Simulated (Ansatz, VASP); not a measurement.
# Two plane-wave programs on CsCl

```
Cs Cl
1.0
     4.35898    0.00000    0.00000
     0.00000    4.35898    0.00000
     0.00000    0.00000    4.35898
Cs Cl
1 1
Direct
  0.00000 0.00000 0.00000
  0.50000 0.50000 0.50000
```

Change from the starting cell: hydrostatic strain +5.4%.

Alike in both runs: task single point; functional HSE06; k mesh 4 × 4 × 4; no spin polarisation.

```csv
,VASP,Ansatz
version,VASP 6.6.1,Ansatz 0.2.0
potentials or method,"VASP PAW PBE potentials, release 64 (Cs_sv, Cl)","plane waves, PAW"
plane-wave cutoff (eV),400,420
occupations,"gaussian, width 0.01 eV",fixed
valence electrons in the cell,16,16
```

Ansatz gave:

| Quantity | Value |
| --- | --- |
| gap on the k mesh at the Fermi level (eV) | 5.85 |
| pressure (GPa) | -1.4 |

Q: Estimate VASP's values.

A: gap on the k mesh at the Fermi level (eV): 5.84; pressure (GPa): -1.5.

Ansatz's warnings: stress exchange threshold loose, stress scf threshold loose.

Neither program's run includes spin-orbit coupling.
